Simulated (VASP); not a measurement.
# Ga (P6_3/mmc) in VASP: notebook

Ga is run at these levels: LDA; tasks: single point, relaxation of cell and atoms.

Program: VASP 6.6.1. These are calculated values, not measurements. Logs are shortened: lines on timing, memory, paths and dates and some standing lists are left out, and cuts for length are marked.

## (1) The cell of the first run

The structure is hexagonal, space group P6_3/mmc (No. 194). The conventional cell has a = 2.288 Å, b = 2.288 Å, c = 3.821 Å, α = 90.00°, β = 90.00°, γ = 120.00°. Ga (site symmetry -6m2) has 12 Ga at 2.29 to 2.32 Å within 3.0 Å.

This isn't the form of Ga at room conditions, which is orthorhombic.

## (2) Single point, LDA

INCAR

```
  PREC = Accurate
  ENCUT = 520
  EDIFF = 1E-6
  ISMEAR = -1
  SIGMA = 0.1
  LREAL = False
  LASPH = True
  NELM = 100
  ALGO = Normal
  ISIF = 2
  LWAVE = False
  LCHARG = False
  NBANDS = 20
```

KPOINTS

```
Automatic mesh
0
Gamma
  18 18 10
```

POSCAR

```
Ga
1.0
    2.2879405806      0.0000000000      0.0000000000
   -1.1439702903      1.9814146651      0.0000000000
    0.0000000000      0.0000000000      3.8214814326
Ga
2
Direct
    0.3333333333      0.6666666667      0.2500000000
    0.6666666667      0.3333333333      0.7500000000
```

Potentials or basis: VASP PAW LDA potentials, release 64 (Ga_d).

Launch:

```
$ cat potpaw_LDA.64/Ga_d/POTCAR > POTCAR
$ mpirun -np 1 vasp_std > vasp.out
```

OUTCAR:

```text
PREC = Accurate
   ENCUT = 520
   EDIFF = 1E-6
   ISMEAR = -1
   LREAL = False
   LASPH = True
   NELM = 100
   ISIF = 2

 ion  position               nearest neighbor table
   1  0.333  0.667  0.250-   2 2.32   2 2.32   2 2.32   2 2.32   2 2.32   2 2.32
   2  0.667  0.333  0.750-   1 2.32   1 2.32   1 2.32   1 2.32   1 2.32   1 2.32

  LATTYP: Found a hexagonal cell.
 ALAT       =     2.2879405806
 C/A-ratio  =     1.6702712758

  Lattice vectors:

 A1 = (   2.2879405806,   0.0000000000,   0.0000000000)
 A2 = (  -1.1439702903,   1.9814146651,   0.0000000000)
 A3 = (   0.0000000000,   0.0000000000,   3.8214814326)

Analysis of symmetry for initial positions (statically):
=====================================================================
 Subroutine PRICEL returns:
 Original cell was already a primitive cell.

 Routine SETGRP: Setting up the symmetry group for a
 hexagonal supercell.

 Subroutine GETGRP returns: Found 24 space group operations
 (whereof 12 operations were pure point group operations)
 out of a pool of 24 trial point group operations.

The static configuration has the point symmetry D_3d.
 The point group associated with its full space group is D_6h.

Analysis of symmetry for dynamics (positions and initial velocities):
=====================================================================
 Subroutine PRICEL returns:
 Original cell was already a primitive cell.

 Routine SETGRP: Setting up the symmetry group for a
 hexagonal supercell.

 Subroutine GETGRP returns: Found 24 space group operations
 (whereof 12 operations were pure point group operations)
 out of a pool of 24 trial point group operations.

The dynamic configuration has the point symmetry D_3d.
 The point group associated with its full space group is D_6h.

 Subroutine INISYM returns: Found 24 space group operations
 (whereof 12 operations are pure point group operations),
 and found     1 'primitive' translations

----------------------------------------------------------------------------------------

                                     Primitive cell

  volume of cell :      17.3241

  direct lattice vectors                    reciprocal lattice vectors
     2.287940581  0.000000000  0.000000000     0.437074288  0.252344958  0.000000000
    -1.143970290  1.981414665  0.000000000     0.000000000  0.504689916  0.000000000
     0.000000000  0.000000000  3.821481433     0.000000000  0.000000000  0.261678623

  length of vectors
     2.287940581  2.287940581  3.821481433     0.504689916  0.504689916  0.261678623

  position of ions in fractional coordinates (direct lattice)
     0.333333333  0.666666667  0.250000000
     0.666666667  0.333333333  0.750000000

  ion indices of the primitive-cell ions
   primitive index   ion index
                 1           1
                 2           2

----------------------------------------------------------------------------------------

 KPOINTS: Automatic mesh

Automatic generation of k-mesh.
 Grid dimensions read from file:
 generate k-points for:   18   18   10

 Generating k-lattice:

  Cartesian coordinates                     Fractional coordinates (reciprocal lattice)
     0.024281905  0.014019164  0.000000000     0.055555556  0.000000000  0.000000000
     0.000000000  0.028038329  0.000000000     0.000000000  0.055555556  0.000000000
     0.000000000  0.000000000  0.026167862     0.000000000  0.000000000  0.100000000

  Length of vectors
     0.028038329  0.028038329  0.026167862

  Shift w.r.t. Gamma in fractional coordinates (k-lattice)
     0.000000000  0.000000000  0.000000000

 Subroutine IBZKPT returns following result:
 ===========================================

 Found    222 irreducible k-points:

 Following reciprocal coordinates:
            Coordinates               Weight
  0.000000  0.000000  0.000000      1.000000
  0.055556 -0.000000  0.000000      6.000000
  0.111111 -0.000000  0.000000      6.000000
  0.166667 -0.000000  0.000000      6.000000
  0.222222 -0.000000  0.000000      6.000000
  0.277778 -0.000000  0.000000      6.000000
[... 16 lines left out ...]
  0.333333  0.111111  0.000000     12.000000
  0.388889  0.111111  0.000000     12.000000
 [... further k-points ...]
   k-points           NKPTS =    222   k-points in BZ     NKDIM =    222   number of bands    NBANDS=     20
   number of dos      NEDOS =    301   number of ions     NIONS =      2
   total plane-waves  NPLWV =   9072
   dimension x,y,z NGX =    18 NGY =   18 NGZ =   28
   dimension x,y,z NGXF=    36 NGYF=   36 NGZF=   56
   ions per type =               2
   NGX,Y,Z   is equivalent  to a cutoff of  13.08, 13.08, 12.18 a.u.
   NGXF,Y,Z  is equivalent  to a cutoff of  26.16, 26.16, 24.36 a.u.
 SYSTEM =  unknown system
   PREC   = accura    normal or accurate (medium, high low for compatibility)
   ISTART =      0    job   : 0-new  1-cont  2-samecut
   ICHARG =      2    charge: 1-file 2-atom 10-const
   ISPIN  =      1    spin polarized calculation?
   LNONCOLLINEAR =      F non collinear calculations
   LSORBIT =      F    spin-orbit coupling
   LASPH  =      T    aspherical Exc in radial PAW
   ENCUT  =  520.0 eV  38.22 Ry    6.18 a.u.   4.25  4.25  7.11*2*pi/ulx,y,z
   NELM   =    100;   NELMIN=  2; NELMDL= -5     # of ELM steps
   EDIFF  = 0.1E-05   stopping-criterion for ELM
   LREAL  =      F    real-space projection
   EDIFFG = 0.1E-04   stopping-criterion for IOM
   NSW    =      0    number of steps for IOM
   IBRION =     -1    ionic relax: 0-MD 1-quasi-New 2-CG
   NFREE  =      0    steps in history (QN), initial steepest desc. (CG)
   ISIF   =      2    stress and relaxation
   ISYM   =      2    0-nonsym 1-usesym 2-fastsym
   POTIM  = 0.5000    time-step for ionic-motion
   TEBEG  =    0.0;   TEEND  =   0.0 temperature during run
   PSTRESS=    0.0 pullay stress
   NELECT =      26.0000    total number of electrons
   NUPDOWN=      -1.0000    fix difference up-down
   EMIN   =  10.00;   EMAX   =-10.00  energy-range for DOS
   EFERMI =   0.00;   METHOD = LEGACY
   ISMEAR =    -1;   SIGMA  =   0.10  broadening in eV -4-tet -1-fermi 0-gaus
   EFERMI_NEDOS =   21; number of points for ismear=-14 and -15
   IALGO  =     38    algorithm
   IMIX   =      4    mixing-type and parameters
     AMIX     =   0.40;   BMIX     =  1.00
     AMIX_MAG =   1.60;   BMIX_MAG =  1.00
  volume/ion in A,a.u.               =       8.66        58.45
  Fermi-wavevector in a.u.,A,eV,Ry     =   1.874341  3.541991 47.799376  3.513155
  Thomas-Fermi vector in A             =   2.919297
   LORBIT       =      0    0 simple, 1 ext, 2 COOP (PROOUT), +10 PAW based schemes
   GGA     = CA    functional components
   LHFCALC =     F    Hartree Fock is set to
   AEXX    =    0.0000 exact exchange contribution
   IVDW    =     0    specifies the selected vdW correction
   LEPSILON=     F    determine dielectric tensor
   LRPA    =     F    only Hartree local field effects (RPA)
 non-spin polarized calculation
  energy-cutoff  :      520.00
  volume of cell :       17.32
 maximum number of plane-waves:       483
 NGX is ok and might be reduce to    18
   NGX =  9   NGY =  9   NGZ = 15

 number of electron      25.9999999 magnetization

 Free energy of the ion-electron system (eV)
  ---------------------------------------------------
  ext. energy  EPLUGINS =         0.00000000
  ---------------------------------------------------
  free energy    TOTEN  =        -0.64474482 eV

  energy without entropy =       -0.62573952  energy(sigma->0) =       -0.63524217

 E-fermi :  16.5931     XC(G=0): -15.9834

 val. band max:       16.5890485725   @ k =   0.1111  -0.0000   0.3000
 cond. band min:      16.6611198714   @ k =   0.3889  -0.0000   0.1000
 fundamental gap:      0.0720712989
 Fermi energy:        16.5930839552

 k-point     1 :       0.0000    0.0000    0.0000
  band No.  band energies     occupation
      1      -3.3609      2.00000
      2      -2.2284      2.00000
      3      -1.1578      2.00000
      4      -1.0222      2.00000
      5      -1.0222      2.00000
      6      -0.8709      2.00000
[... 12 lines left out ...]
     19      37.0258      0.00000
     20      37.7746      0.00000

 k-point     2 :       0.0556   -0.0000    0.0000
  band No.  band energies     occupation
      1      -3.2369      2.00000
      2      -2.1856      2.00000
      3      -1.1767      2.00000
      4      -1.0037      2.00000
      5      -0.9867      2.00000
      6      -0.8823      2.00000
[... 12 lines left out ...]
     19      38.5581      0.00000
     20      39.5882      0.00000

 k-point     3 :       0.1111   -0.0000    0.0000
  band No.  band energies     occupation
      1      -2.8774      2.00000
      2      -2.0717      2.00000
      3      -1.2276      2.00000
      4      -0.9640      2.00000
      5      -0.8837      2.00000
      6      -0.8826      2.00000
[... 12 lines left out ...]
     19      38.5185      0.00000
     20      39.8281      0.00000

 k-point     4 :       0.1667   -0.0000    0.0000
  band No.  band energies     occupation
      1      -2.3466      2.00000
      2      -1.9352      2.00000
      3      -1.2680      2.00000
      4      -0.9702      2.00000
      5      -0.8504      2.00000
      6      -0.7423      2.00000
[... 12 lines left out ...]
     19      37.7468      0.00000
     20      39.8024      0.00000

 k-point     5 :       0.2222   -0.0000    0.0000
  band No.  band energies     occupation
      1      -1.9423      2.00000
      2      -1.8122      2.00000
      3      -1.1845      2.00000
      4      -1.1097      2.00000
      5      -0.9212      2.00000
      6      -0.7608      2.00000
[... 12 lines left out ...]
     19      37.6174      0.00000
     20      39.0220      0.00000
[... 353 lines left out ...]
      6      -0.8336      2.00000
[... 12 lines left out ...]
     19      33.6037      0.00000
     20      36.4405      0.00000

 k-point    22 :       0.2778    0.1111    0.0000
  band No.  band energies     occupation
      1      -1.9220      2.00000
      2      -1.6326      2.00000
      3      -1.6223      2.00000
      4      -1.0092      2.00000
      5      -0.8993      2.00000
      6      -0.6742      2.00000
[... 12 lines left out ...]
     19      32.7057      0.00000
     20      35.8872      0.00000

 k-point    23 :       0.3333    0.1111    0.0000
  band No.  band energies     occupation
      1      -2.0255      2.00000
      2      -1.7831      2.00000
      3      -1.6922      2.00000
      4      -1.0383      2.00000
      5      -0.7713      2.00000
      6      -0.7621      2.00000
[... 12 lines left out ...]
     19      32.0286      0.00000
     20      35.4742      0.00000

 k-point    24 :       0.3889    0.1111    0.0000
  band No.  band energies     occupation
      1      -2.0954      2.00000
      2      -1.8822      2.00000
      3      -1.7385      2.00000
      4      -1.0479      2.00000
      5      -0.8276      2.00000
      6      -0.6936      2.00000
[... 12 lines left out ...]
     19      31.6082      0.00000
     20      35.2232      0.00000

 [... further k-points ...]
[... 5 lines left out ...]
  --------------------------------------------------------------------------------------
  -------------------------------------------------------------------------------------
  Total       25.2917651     25.2917651     25.2850997      0.0000000      0.0000000      0.0000000
  in kB     2339.0411027   2339.0411025   2338.4246753      0.0000000      0.0000000      0.0000000
  external PRESSURE =    2338.8356268 kB  Pullay stress =       0.0000000 kB

 VOLUME and BASIS-vectors are now :
 -----------------------------------------------------------------------------
  energy-cutoff  :      520.00
  volume of cell :       17.32
      direct lattice vectors                 reciprocal lattice vectors
     2.287940581  0.000000000  0.000000000     0.437074288  0.252344958  0.000000000
    -1.143970290  1.981414665  0.000000000     0.000000000  0.504689916  0.000000000
     0.000000000  0.000000000  3.821481433     0.000000000  0.000000000  0.261678623

 POSITION                                       TOTAL-FORCE (eV/Angst)
 -----------------------------------------------------------------------------------
     -0.00000      1.32094      0.95537         0.000000      0.000000      0.000000
      1.14397      0.66047      2.86611        -0.000000     -0.000000      0.000000
 -----------------------------------------------------------------------------------
    total drift:                               -0.000000      0.000000     -0.000000

  FREE ENERGIE OF THE ION-ELECTRON SYSTEM (eV)
  ---------------------------------------------------
  free  energy   TOTEN  =        -0.6447448214 eV

  energy  without entropy=       -0.6257395189  energy(sigma->0) =       -0.63524217
```

Wall time 90 s (1 thread of Intel Xeon 8259CL, shared host); peak memory 0.17 GiB.

Results:

```
Free energy            : -0.6447 eV
Pressure               : 233.9 GPa
Band gap on the k mesh : zero (bands 13 and 14 overlap by 10.84 eV)
```

Caveat: the cell stands under pressure.

## (3) Relaxation of cell and atoms, LDA, target pressure 230 GPa, at which the enthalpy is minimised

INCAR

```
PREC     = Accurate       # precision mode
ENCUT    = 600            # plane-wave cutoff, eV
EDIFF    = 1E-7           # SCF threshold, eV
ISMEAR   = -1             # smearing method
SIGMA    = 0.1            # smearing width, eV
LREAL    = False          # projectors in reciprocal space
LASPH    = True           # aspherical terms in the spheres
NELM     = 80             # most SCF steps
ALGO     = Normal         # electronic algorithm
ISIF     = 3              # what is computed and relaxed
LWAVE    = False          # write WAVECAR
LCHARG   = False          # write CHGCAR
IBRION   = 2              # ionic algorithm
NSW      = 32             # ionic steps
EDIFFG   = -0.005         # ionic threshold
PSTRESS  = 2300.0
```

KPOINTS is that of step 2.

POSCAR

```
Ga
1.0
    2.2877844915      0.0000000000      0.0000000000
   -1.1438922457      1.9812794880      0.0000000000
    0.0000000000      0.0000000000      3.8209707685
Ga
2
Direct
    0.3333333333      0.6666666667      0.2500000000
    0.6666666667      0.3333333333      0.7500000000
```

Potentials or basis: VASP PAW LDA potentials, release 64 (Ga_d).

Launch:

```
$ cat potpaw_LDA.64/Ga_d/POTCAR > POTCAR
$ mpirun -np 1 vasp_std > vasp.out
```

Wall time 3.9 min (1 thread of Intel Xeon 8259CL, shared host); peak memory 0.18 GiB.

It converged, with:

```
Free energy                                                : -0.7422 eV
Relaxed volume                                             : 8.70 Å³/atom
Relaxed cell                                               : a = 2.291 Å, b = 2.291 Å, c = 3.826 Å, α = 90.00°, β = 90.00°, γ = 120.00°
Space group after relaxing (to 0.1 Å)                      : P6_3/mmc (No. 194)
Energy change on relaxing (the run minimises the enthalpy) : -52.0 meV/atom
Ionic steps                                                : 4
Pressure after relaxing                                    : 230.0 GPa
Band gap on the k mesh                                     : zero (bands 13 and 14 overlap by 10.83 eV)
```

Step by step:
```
step  energy change (eV)  largest force (eV/Å)  pressure (GPa)  volume (Å³)
   1              0.0000                0.0000          233.78        17.32
   2             -0.7125                0.0000          208.32        17.84
   3             -0.1075                0.0000          229.88        17.39
   4             -0.1041                0.0000          230.01        17.39
```

Final structure:
```yaml
crystal:
  lattice:
    - [2.29096, 0.00000, 0.00000]
    - [-1.14548, 1.98403, 0.00000]
    - [0.00000, 0.00000, 3.82623]
  atoms:
    - { symbol: Ga, position: [0.33333, 0.66667, 0.25000] }
    - { symbol: Ga, position: [0.66667, 0.33333, 0.75000] }
```

Levels at points of the mesh, in eV from the Fermi level:
```csv
k point,band 11,band 12,band 13,band 14,band 15,band 16
"(0.00, 0.00, 0.00)",-16.47,-9.88,-6.23,18.14,18.14,18.33
"(0.50, 0.00, 0.00)",-9.74,-8.29,0.16,0.70,3.31,3.84
"(0.00, 0.00, 0.50)",-16.56,-16.56,5.24,5.24,19.13,19.13
"(0.50, 0.00, 0.50)",-8.20,-8.20,-4.08,-4.08,11.04,11.04
```

Caveat: the cell is relaxed towards a set pressure, so the run minimises the enthalpy, not the energy.

The gap in the log of VASP goes by the Fermi energy; the results here count the filled bands.